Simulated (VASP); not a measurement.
NaSrBr3:

```
Na Sr Br
1.0
     5.86840    0.00000    0.00000
     0.00000    5.86840    0.00000
     0.00000    0.00000    5.94086
Na Sr Br
1 1 3
Cartesian
  0.0000 0.0000 0.0000
  2.9342 2.9342 2.9704
  2.9342 2.9342 0.0000
  2.9342 0.0000 2.9704
  0.0000 2.9342 2.9704
```

This cell differs from its parent crystal: epitaxial xy strain -1.0%.

Base run:

- Program: VASP 6.6.1
- Functional: r2SCAN
- Potentials or basis: VASP PAW PBE potentials, release 64 (Na_pv, Sr_sv, Br)
- Cutoff: 520 eV
- k mesh: 4 × 4 × 4
- Occupations: gaussian, width 0.01 eV
- Spin: no spin polarisation

Its results: band gap on the k mesh 3.71 eV (least direct gap 3.97 eV); pressure 0.4 GPa.

The run is repeated on the same cell with these changes: functional from r2SCAN to PBE; occupations from gaussian, width 0.01 eV to fermi-dirac, width 0.02 eV. What comes out?

Band gap on the k mesh 2.97 eV (least direct gap 3.23 eV); pressure 0.7 GPa.

Caveats: the PAW data sets were made with another functional, which shifts forces and pressure a little (at least some runs).

A k mesh can miss the band edges.
